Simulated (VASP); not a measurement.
Wanted: the native input for a VASP 6.6.1 run.

```yaml
Task: single point
Functional: PBE
Potentials_or_basis: VASP PAW PBE potentials, release 64 (Mg, Sn_d, Ir)
Cutoff: 520 eV
k_mesh: 12 × 12 × 4
Occupations: gaussian, width 0.1 eV
Spin: no spin polarisation
Dipole_correction: no
Further_INCAR_settings: ALGO = Fast; EDIFF = 1e-06; NBANDS = 30
```

The structure of Mg3Sn2Ir lies in POSCAR:

```
Mg3Sn2Ir
1.0
    3.2051408930      0.0000000000      0.0000000000
    0.0000000000      3.2051408930      0.0000000000
    0.0000000000      0.0000000000     12.2532315745
Mg Sn Ir
3 2 1
Direct
    0.0000000000      0.0000000000      0.8794415346
    0.0000000000      0.0000000000      0.1205584654
    0.0000000000      0.0000000000      0.5000000000
    0.5000000000      0.5000000000      0.3166672901
    0.5000000000      0.5000000000      0.6833327099
    0.5000000000      0.5000000000      0.0000000000
```

These files were run (other wordings do the same):

INCAR

```
ALGO = Fast ; EDIFF = 1E-6
ENCUT = 520 ; GGA = PE
ISIF = 2 ; ISMEAR = 0
LASPH = True ; LCHARG = False
LREAL = False ; LWAVE = False
NBANDS = 30 ; NELM = 80
PREC = Accurate ; SIGMA = 0.1
```

KPOINTS

```
k-points
0
Gamma
  12 12 4
```

Potentials or basis: VASP PAW PBE potentials, release 64 (Mg, Sn_d, Ir).

The run is started by

```sh
$ cat potpaw_PBE.64/Mg/POTCAR potpaw_PBE.64/Sn_d/POTCAR potpaw_PBE.64/Ir/POTCAR > POTCAR
$ mpirun -np 1 vasp_std > vasp.out
```

Results of the run:

```
Pressure               : -0.1 GPa
Largest force          : 0.014 eV/Å
Band gap on the k mesh : zero (an odd number of electrons rules out a gap without spin polarisation)
```

Caveat: spin-orbit coupling is left out, which moves the levels of the heavy elements.

It took 2.3 min on 1 thread of AMD EPYC 9R45 96-Core Processor (Zen 5), on a shared host, peak memory 0.42 GiB.
